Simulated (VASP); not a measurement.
Wanted: the native input for a VASP 6.6.1 run.

| Quantity | Value |
| --- | --- |
| Task | single point |
| Functional | PBEsol |
| Potentials or basis | VASP PAW PBE potentials, release 64 (Na_pv) |
| Cutoff | 520 eV |
| k mesh | 14 × 14 × 7 |
| Occupations | fermi-dirac, width 0.0183 eV |
| Spin | no spin polarisation |
| Dipole correction | no |
| Further INCAR settings | ALGO = Normal; EDIFF = 1e-06; NBANDS = 14 |

The structure of Na lies in POSCAR:

```
Na
1.0
    2.7048910000      0.0000000000      0.0000000000
    1.3524450000     -2.7905240000      0.0000000000
    0.0000000000      0.0000000000     -4.6897200000
Na
2
Direct
    0.1022800000      0.7954400000      0.7500000000
    0.8977200000      0.2045600000      0.2500000000
```

One way to write it, as run:

INCAR

```
SYSTEM = Na
PREC = Accurate ; ENCUT = 520
EDIFF = 1E-6 ; ISMEAR = -1
SIGMA = 0.0183 ; LREAL = .FALSE.
LASPH = .TRUE. ; NELM = 80
ALGO = Normal ; ISIF = 2
LWAVE = .FALSE. ; LCHARG = .TRUE.
GGA = PS ; LELF = .TRUE.
LVHAR = .TRUE. ; NBANDS = 14
```

KPOINTS

```
Automatic mesh
0
G
  14 14 7
  0 0 0
```

Potentials or basis: VASP PAW PBE potentials, release 64 (Na_pv).

Command:

```bash
$ cat potpaw_PBE.64/Na_pv/POTCAR > POTCAR
$ mpirun -np 1 vasp_std > vasp.out
```

It gave:

```json
{
 "Pressure": "21.7 GPa",
 "Largest force": "0.264 eV/Å",
 "Band gap on the k mesh": "zero (bands 7 and 8 overlap by 5.05 eV)"
}
```

Caveat: the cell stands under pressure; the PAW data sets were made with another functional, which shifts forces and pressure a little.

Run time: 97 s on 1 thread of AMD EPYC 7R43 64-Core Processor (Zen 3) (shared host), peak memory 0.16 GiB.
